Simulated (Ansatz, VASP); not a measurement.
One calculation of Ba4AlAs, two programs

```
Ba Al As
1.0
     0.00000    4.39049    4.39049
     4.39049    0.00000    4.39049
     4.39049    4.39049    0.00000
Ba Al As
4 1 1
Cartesian
  5.4800 5.4800 3.3009
  3.3009 5.4800 5.4800
  3.3009 3.3009 3.3009
  5.4800 3.3009 5.4800
  0.0000 0.0000 0.0000
  6.5857 6.5857 6.5857
```

Change from the starting cell: species swapped into the TmCdCu4 type (F-43m, No. 216).

Alike in both runs: task single point; functional PBE; k mesh 4 × 4 × 4; occupations gaussian, width 0.1 eV; no spin polarisation.

|  | VASP | Ansatz |
| --- | --- | --- |
| version | VASP 6.6.1 | Ansatz 0.2.0 |
| potentials or method | VASP PAW PBE potentials, release 64 (Ba_sv, Al, As), cutoff 500 eV | scalar-relativistic, plane waves, PAW |
| valence electrons in the cell | 48 | 58 |

```csv
,VASP,Ansatz,Ansatz less VASP
gap on the k mesh at the Fermi level (eV),none,none,-
pressure (GPa),14.6,11.9,-2.65
rms of the force components (eV/Å),0.034,0.011,-0.0238
```

Atom by atom the forces differ by 0.024 eV/Å (rms over components). A gap of «none» marks a metal or a gap that the smearing closes. VASP's potentials hold 48 valence electrons a cell and Ansatz's 58, so a difference there can come from the potentials and not from the codes.

Neither program's run includes spin-orbit coupling.
